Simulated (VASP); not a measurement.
## InAs: single point with r2SCAN

The system is InAs.

```
In As
1.0
     0.03597    2.87730    2.87730
     2.91327    0.00000    2.91327
     2.87730    2.87730    0.03597
In As
1 1
Direct
  0.50000 0.50000 0.50000
  0.00000 0.00000 0.00000
```

This cell differs from its parent crystal: strain +0.0250 x Voigt [0, 0, 0, 0, 1, 0].

| Property | Result |
| --- | --- |
| Program | VASP 6.6.1 |
| Task | single point |
| Functional | r2SCAN |
| Potentials or basis | VASP PAW PBE potentials, release 64 (In_d, As) |
| Cutoff | 520 eV |
| k mesh | 14 × 14 × 14 |
| Occupations | gaussian, width 0.15 eV |
| Spin | no spin polarisation |

```yaml
Pressure: -2.3 GPa
Band_gap_on_the_k_mesh: zero (band 9 reaches 6.18 eV, above the bottom of band 10 at 3.43 eV)
```

Stress tensor (GPa, compression positive):
```
-2.28  0.00 -0.56
 0.00 -2.32  0.00
-0.56  0.00 -2.28
```

Levels at points of the mesh, in eV from the Fermi level:
| k point | band 5 | band 6 | band 7 | band 8 | band 9 | band 10 | band 11 | band 12 | band 13 | band 14 |
| --- | --- | --- | --- | --- | --- | --- | --- | --- | --- | --- |
| (0.00, 0.00, 0.00) | -14.83 | -12.55 | -0.37 | -0.23 | -0.22 | -0.09 | 7.47 | 7.66 | 7.85 | 8.05 |
| (0.50, 0.00, 0.00) | -14.77 | -10.78 | -6.59 | 0.09 | 0.15 | 2.51 | 3.44 | 3.57 | 4.75 | 11.51 |
| (0.00, 0.50, 0.00) | -14.78 | -10.85 | -6.70 | 0.18 | 0.26 | 2.69 | 3.62 | 3.74 | 4.95 | 11.40 |
| (0.50, 0.50, 0.00) | -14.75 | -9.88 | -4.81 | -2.77 | -2.31 | -2.30 | 4.31 | 9.81 | 9.88 | 10.87 |
| (0.50, 0.00, 0.50) | -14.75 | -9.88 | -4.81 | -2.78 | -2.47 | -2.14 | 4.32 | 9.85 | 9.91 | 10.83 |

It took 19 min on 1 thread of Intel(R) Xeon(R) Platinum 8259CL CPU @ 2.50GHz (Skylake/Cascade Lake) (shared host), peak memory 0.45 GiB.

Caveat: the cell differs from its parent crystal (strain +0.0250 x Voigt [0, 0, 0, 0, 1, 0]); the PAW data sets were made with another functional, which shifts forces and pressure a little; spin-orbit coupling is left out, which moves the levels of the heavy elements.
